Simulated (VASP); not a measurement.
# LiCl (Fm-3m) in VASP: dielectric tensor with r2SCAN

Aim: the dielectric tensor of LiCl with r2SCAN.

Everything below comes from runs of VASP 6.6.1. Logs are shortened: lines on timing, memory, paths and dates and some standing lists are left out, and cuts for length are marked.

## 1. The cell of the first run

The structure is cubic, space group Fm-3m (No. 225). The conventional cell has a = 5.112 Å, b = 5.112 Å, c = 5.112 Å, α = 90.00°, β = 90.00°, γ = 90.00°. Within 3.4 Å of Li (site symmetry m-3m) lie 6 Cl at 2.56 Å. Within 3.4 Å of Cl (site symmetry m-3m) lie 6 Li at 2.56 Å.

## 2. Dielectric tensor, r2SCAN

Input file INCAR:

```
SYSTEM = LiCl
  ALGO = Normal
  EDIFF = 1E-8
  ENCUT = 520
  ISIF = 2
  ISMEAR = 0
  LASPH = .TRUE.
  LCALCEPS = .TRUE.
  LCHARG = .FALSE.
  LMIXTAU = .TRUE.
  LREAL = .FALSE.
  LWAVE = .FALSE.
  METAGGA = R2SCAN
  NELM = 100
  PREC = Accurate
  SIGMA = 0.01
```

Input file KPOINTS:

```
k-points
0
G
  8 8 8
  0 0 0
```

Input file POSCAR:

```
LiCl
1.0
    0.0000000000      2.5560369889      2.5560369889
    2.5560369889      0.0000000000      2.5560369889
    2.5560369889      2.5560369889      0.0000000000
Li Cl
1 1
Direct
    0.0000000000      0.0000000000      0.0000000000
    0.5000000000      0.5000000000      0.5000000000
```

Potentials or basis: VASP PAW PBE potentials, release 64 (Li_sv, Cl).

Run with:

```sh
cat potpaw_PBE.64/Li_sv/POTCAR potpaw_PBE.64/Cl/POTCAR > POTCAR
mpirun -np 1 vasp_std > vasp.out
```

OUTCAR:

```text
SYSTEM = LiCl
   EDIFF = 1E-8
   ENCUT = 520
   ISIF = 2
   ISMEAR = 0
   LASPH = .TRUE.
   LREAL = .FALSE.
   METAGGA = R2SCAN
   NELM = 100
   PREC = Accurate

 ion  position               nearest neighbor table
   1  0.000  0.000  0.000-   2 2.56   2 2.56   2 2.56   2 2.56   2 2.56   2 2.56
   2  0.500  0.500  0.500-   1 2.56   1 2.56   1 2.56   1 2.56   1 2.56   1 2.56

  LATTYP: Found a face centered cubic cell.
 ALAT       =     5.1120739778

  Lattice vectors:

 A1 = (   0.0000000000,   2.5560369889,   2.5560369889)
 A2 = (   2.5560369889,   0.0000000000,   2.5560369889)
 A3 = (   2.5560369889,   2.5560369889,   0.0000000000)

Analysis of symmetry for initial positions (statically):
=====================================================================
 Subroutine PRICEL returns:
 Original cell was already a primitive cell.

 Routine SETGRP: Setting up the symmetry group for a
 face centered cubic supercell.

 Subroutine GETGRP returns: Found 48 space group operations
 (whereof 48 operations were pure point group operations)
 out of a pool of 48 trial point group operations.

The static configuration has the point symmetry O_h .

Analysis of symmetry for dynamics (positions and initial velocities):
=====================================================================
 Subroutine PRICEL returns:
 Original cell was already a primitive cell.

 Routine SETGRP: Setting up the symmetry group for a
 face centered cubic supercell.

 Subroutine GETGRP returns: Found 48 space group operations
 (whereof 48 operations were pure point group operations)
 out of a pool of 48 trial point group operations.

The dynamic configuration has the point symmetry O_h .

 Subroutine INISYM returns: Found 48 space group operations
 (whereof 48 operations are pure point group operations),
 and found     1 'primitive' translations

----------------------------------------------------------------------------------------

                                     Primitive cell

  volume of cell :      33.3988

  direct lattice vectors                    reciprocal lattice vectors
     0.000000000  2.556036989  2.556036989    -0.195615323  0.195615323  0.195615323
     2.556036989  0.000000000  2.556036989     0.195615323 -0.195615323  0.195615323
     2.556036989  2.556036989  0.000000000     0.195615323  0.195615323 -0.195615323

  length of vectors
     3.614782176  3.614782176  3.614782176     0.338815677  0.338815677  0.338815677

  position of ions in fractional coordinates (direct lattice)
     0.000000000  0.000000000  0.000000000
     0.500000000  0.500000000  0.500000000

  ion indices of the primitive-cell ions
   primitive index   ion index
                 1           1
                 2           2

----------------------------------------------------------------------------------------

 KPOINTS: k-points

Automatic generation of k-mesh.
 Grid dimensions read from file:
 generate k-points for:    8    8    8

 Generating k-lattice:

  Cartesian coordinates                     Fractional coordinates (reciprocal lattice)
    -0.024451915  0.024451915  0.024451915     0.125000000  0.000000000  0.000000000
     0.024451915 -0.024451915  0.024451915     0.000000000  0.125000000  0.000000000
     0.024451915  0.024451915 -0.024451915     0.000000000  0.000000000  0.125000000

  Length of vectors
     0.042351960  0.042351960  0.042351960

  Shift w.r.t. Gamma in fractional coordinates (k-lattice)
     0.000000000  0.000000000  0.000000000

 Subroutine IBZKPT returns following result:
 ===========================================

 Found     29 irreducible k-points:

 Following reciprocal coordinates:
            Coordinates               Weight
  0.000000  0.000000  0.000000      1.000000
  0.125000  0.000000  0.000000      8.000000
  0.250000  0.000000  0.000000      8.000000
  0.375000  0.000000  0.000000      8.000000
  0.500000  0.000000  0.000000      4.000000
  0.125000  0.125000  0.000000      6.000000
[... 16 lines left out ...]
  0.500000  0.250000  0.125000     48.000000
 -0.375000  0.250000  0.125000     24.000000
 [... further k-points ...]
   k-points           NKPTS =     29   k-points in BZ     NKDIM =     29   number of bands    NBANDS=      9
   number of dos      NEDOS =    301   number of ions     NIONS =      2
   total plane-waves  NPLWV =  21952
   dimension x,y,z NGX =    28 NGY =   28 NGZ =   28
   dimension x,y,z NGXF=    56 NGYF=   56 NGZF=   56
   ions per type =               1   1
   NGX,Y,Z   is equivalent  to a cutoff of  12.88, 12.88, 12.88 a.u.
   NGXF,Y,Z  is equivalent  to a cutoff of  25.75, 25.75, 25.75 a.u.
 SYSTEM =  LiCl
   PREC   = accura    normal or accurate (medium, high low for compatibility)
   ISTART =      0    job   : 0-new  1-cont  2-samecut
   ICHARG =      2    charge: 1-file 2-atom 10-const
   ISPIN  =      1    spin polarized calculation?
   LNONCOLLINEAR =      F non collinear calculations
   LSORBIT =      F    spin-orbit coupling
   LASPH  =      T    aspherical Exc in radial PAW
   ENCUT  =  520.0 eV  38.22 Ry    6.18 a.u.   6.72  6.72  6.72*2*pi/ulx,y,z
   NELM   =    100;   NELMIN=  2; NELMDL= -5     # of ELM steps
   EDIFF  = 0.1E-07   stopping-criterion for ELM
   LREAL  =      F    real-space projection
   EDIFFG = 0.1E-06   stopping-criterion for IOM
   NSW    =      0    number of steps for IOM
   IBRION =     -1    ionic relax: 0-MD 1-quasi-New 2-CG
   NFREE  =      0    steps in history (QN), initial steepest desc. (CG)
   ISIF   =      2    stress and relaxation
   ISYM   =      2    0-nonsym 1-usesym 2-fastsym
   POTIM  = 0.5000    time-step for ionic-motion
   TEBEG  =    0.0;   TEEND  =   0.0 temperature during run
   PSTRESS=    0.0 pullay stress
   NELECT =      10.0000    total number of electrons
   NUPDOWN=      -1.0000    fix difference up-down
   EMIN   =  10.00;   EMAX   =-10.00  energy-range for DOS
   EFERMI =   0.00;   METHOD = LEGACY
   ISMEAR =     0;   SIGMA  =   0.01  broadening in eV -4-tet -1-fermi 0-gaus
   EFERMI_NEDOS =   21; number of points for ismear=-14 and -15
   IALGO  =     38    algorithm
   IMIX   =      4    mixing-type and parameters
     AMIX     =   0.40;   BMIX     =  1.00
     AMIX_MAG =   1.60;   BMIX_MAG =  1.00
  volume/ion in A,a.u.               =      16.70       112.69
  Fermi-wavevector in a.u.,A,eV,Ry     =   1.095211  2.069648 16.320006  1.199487
  Thomas-Fermi vector in A             =   2.231530
   LORBIT       =      0    0 simple, 1 ext, 2 COOP (PROOUT), +10 PAW based schemes
   METAGGA = R2SCAN    functional components
   LHFCALC =     F    Hartree Fock is set to
   AEXX    =    0.0000 exact exchange contribution
   IVDW    =     0    specifies the selected vdW correction
   LEPSILON=     F    determine dielectric tensor
   LRPA    =     F    only Hartree local field effects (RPA)
   LRPA       =     F
 non-spin polarized calculation
 Gauss-broadening in eV      SIGMA  =   0.01
  energy-cutoff  :      520.00
  volume of cell :       33.40
 maximum number of plane-waves:       934
   NGX = 13   NGY = 13   NGZ = 13

 Total electronic dipole moment: p[elc]=(     0.00000     0.00000    -0.00000 ) |e| Angst

 Total electronic dipole moment: p[elc]=(    -0.00000    -0.00000    -0.00000 ) |e| Angst

 number of electron      10.0000003 magnetization

 Free energy of the ion-electron system (eV)
  ---------------------------------------------------
  ext. energy  EPLUGINS =         0.00000000
  ---------------------------------------------------
  free energy    TOTEN  =       -12.58813294 eV

  energy without entropy =      -12.58813294  energy(sigma->0) =      -12.58813294

 E-fermi :   0.4119     XC(G=0):  -9.2109

 val. band max:        0.2663012721   @ k =   0.0000   0.0000   0.0000
 cond. band min:   10000.0000000000   @ k =   0.0000   0.0000   0.0000
 fundamental gap:   9999.7336987279
 Fermi energy:         0.4118945747

 k-point     1 :       0.0000    0.0000    0.0000
  band No.  band energies     occupation
      1     -44.5316      2.00000
      2     -13.7544      2.00000
      3       0.2663      2.00000
      4       0.2663      2.00000
      5       0.2663      2.00000
      6   10000.0000      0.00000
      7   10000.0000      0.00000
      8   10000.0000      0.00000
      9   10000.0000      0.00000

 k-point     2 :       0.1250    0.0000    0.0000
  band No.  band energies     occupation
      1     -44.5313      2.00000
      2     -13.6753      2.00000
      3      -0.2606      2.00000
      4       0.2217      2.00000
      5       0.2217      2.00000
      6   10000.0000      0.00000
      7   10000.0000      0.00000
      8   10000.0000      0.00000
      9   10000.0000      0.00000

 k-point     3 :       0.2500    0.0000    0.0000
  band No.  band energies     occupation
      1     -44.5303      2.00000
      2     -13.4736      2.00000
      3      -1.3374      2.00000
      4       0.1200      2.00000
      5       0.1200      2.00000
      6   10000.0000      0.00000
      7   10000.0000      0.00000
      8   10000.0000      0.00000
      9   10000.0000      0.00000

 k-point     4 :       0.3750    0.0000    0.0000
  band No.  band energies     occupation
      1     -44.5293      2.00000
      2     -13.2546      2.00000
      3      -2.2614      2.00000
      4       0.0253      2.00000
      5       0.0253      2.00000
      6   10000.0000      0.00000
      7   10000.0000      0.00000
      8   10000.0000      0.00000
      9   10000.0000      0.00000
[... 205 lines left out ...]
 k-point    22 :       0.3750    0.2500    0.1250
  band No.  band energies     occupation
      1     -44.5296      2.00000
      2     -13.3081      2.00000
      3      -1.5517      2.00000
      4      -0.6247      2.00000
      5      -0.0860      2.00000
      6   10000.0000      0.00000
      7   10000.0000      0.00000
      8   10000.0000      0.00000
      9   10000.0000      0.00000

 k-point    23 :       0.5000    0.2500    0.1250
  band No.  band energies     occupation
      1     -44.5288      2.00000
      2     -13.1193      2.00000
      3      -2.1009      2.00000
      4      -0.9794      2.00000
      5      -0.2476      2.00000
      6   10000.0000      0.00000
      7   10000.0000      0.00000
      8   10000.0000      0.00000
      9   10000.0000      0.00000

 k-point    24 :      -0.3750    0.2500    0.1250
  band No.  band energies     occupation
      1     -44.5285      2.00000
      2     -13.0368      2.00000
      3      -2.3435      2.00000
      4      -1.0767      2.00000
      5      -0.3390      2.00000
      6   10000.0000      0.00000
      7   10000.0000      0.00000
      8   10000.0000      0.00000
      9   10000.0000      0.00000

 [... further k-points ...]

------------------------ aborting loop because EDIFF is reached ----------------------------------------

            Ionic dipole moment: p[ion]=(   -17.89226   -17.89226   -17.89226 ) |e| Angst

 Total electronic dipole moment: p[elc]=(     0.00000     0.00000     0.00337 ) |e| Angst

 MACROSCOPIC STATIC DIELECTRIC TENSOR (including local field effects)
 ------------------------------------------------------
           2.827356    -0.000000    -0.000000
          -0.000000     2.827356    -0.000000
           0.000000     0.000000     2.827356
 ------------------------------------------------------

 PIEZOELECTRIC TENSOR (including local field effects) (e Angst)
          XX          YY          ZZ          XY          YZ          ZX
  --------------------------------------------------------------------------------
  x     0.00000     0.00000     0.00000     0.00000     0.00000     0.00000
  y     0.00000     0.00000     0.00000     0.00000     0.00000     0.00000
  z     0.00000     0.00000     0.00000     0.00000     0.00000     0.00000

 PIEZOELECTRIC TENSOR (including local field effects) (C/m^2)
          XX          YY          ZZ          XY          YZ          ZX
  --------------------------------------------------------------------------------
  x     0.00000     0.00000     0.00000     0.00000     0.00000     0.00000
  y     0.00000     0.00000     0.00000     0.00000     0.00000     0.00000
  z     0.00000     0.00000     0.00000     0.00000     0.00000     0.00000

 BORN EFFECTIVE CHARGES (including local field effects) (in |e|, cummulative output)
 ---------------------------------------------------------------------------------
 ion    1
    1     1.17350     0.00000     0.00000
    2     0.00000     1.17350    -0.00000
    3    -0.00000     0.00000     1.17350
 ion    2
    1    -1.17350    -0.00000    -0.00000
    2    -0.00000    -1.17350     0.00000
    3     0.00000    -0.00000    -1.17350

  FORCE on cell =-STRESS in cart. coord.  units (eV):
  Direction    XX          YY          ZZ          XY          YZ          ZX
  --------------------------------------------------------------------------------------
  -------------------------------------------------------------------------------------
  Total       -0.0989617     -0.0989617     -0.0989617     -0.0000000     -0.0000000      0.0000000
  in kB       -4.7472981     -4.7472981     -4.7472981     -0.0000000     -0.0000000      0.0000000
  external PRESSURE =      -4.7472981 kB  Pullay stress =       0.0000000 kB

 VOLUME and BASIS-vectors are now :
 -----------------------------------------------------------------------------
  energy-cutoff  :      520.00
  volume of cell :       33.40
      direct lattice vectors                 reciprocal lattice vectors
     0.000000000  2.556036989  2.556036989    -0.195615323  0.195615323  0.195615323
     2.556036989  0.000000000  2.556036989     0.195615323 -0.195615323  0.195615323
     2.556036989  2.556036989  0.000000000     0.195615323  0.195615323 -0.195615323

 POSITION                                       TOTAL-FORCE (eV/Angst)
 -----------------------------------------------------------------------------------
      0.00000      0.00000      0.00000         0.000000      0.000000      0.000000
      2.55604      2.55604      2.55604        -0.000000     -0.000000     -0.000000
 -----------------------------------------------------------------------------------
    total drift:                                0.000000      0.000000      0.000000

  FREE ENERGIE OF THE ION-ELECTRON SYSTEM (eV)
  ---------------------------------------------------
  free  energy   TOTEN  =       -12.5881329413 eV

  energy  without entropy=      -12.5881329413  energy(sigma->0) =      -12.58813294
```

Wall time 35 min (1 thread of Intel Xeon Platinum 8259CL at 2.50GHz (Skylake/Cascade Lake), shared host); peak memory 0.33 GiB.

Results:

| Quantity | Value |
| --- | --- |
| Band gap on the k mesh | 7.36 eV |
| Electronic dielectric tensor (diagonal) | 2.83 |
| Born charges (mean of the diagonal) | Li +1.17; Cl -1.17 e |

Levels at points of the mesh, in eV from the valence-band top:
| k point | band 1 | band 2 | band 3 | band 4 | band 5 | band 6 | band 7 | band 8 | band 9 |
| --- | --- | --- | --- | --- | --- | --- | --- | --- | --- |
| (0.00, 0.00, 0.00) | -44.80 | -14.02 | 0.00 | 0.00 | 0.00 | 7.36 | 12.67 | 12.67 | 12.67 |
| (0.50, 0.00, 0.00) | -44.80 | -13.42 | -2.88 | -0.28 | -0.28 | 7.55 | 10.32 | 10.32 | 14.32 |
| (0.50, 0.50, 0.00) | -44.79 | -13.17 | -2.98 | -1.14 | -1.14 | 8.79 | 8.91 | 13.67 | 15.50 |

Electronic dielectric tensor:
```
2.83 0.00 0.00
0.00 2.83 0.00
0.00 0.00 2.83
```

Born effective charge tensors (e):
atom 1, Li
```
1.17 0.00 0.00
0.00 1.17 0.00
0.00 0.00 1.17
```
atom 2, Cl
```
-1.17  0.00  0.00
 0.00 -1.17  0.00
 0.00  0.00 -1.17
```

Dipole moments of the cell (e·Å, modulo the quantum): ionic -17.892, -17.892, -17.892; electronic 0.000, 0.000, 0.003

Caveat: the cutoff is under 1.25 times the usual one of these potentials, so pressure, stress and relaxed cells hold a basis-set (Pulay) error; the PAW data sets were made with another functional, which shifts forces and pressure a little. A k mesh can miss the band edges.
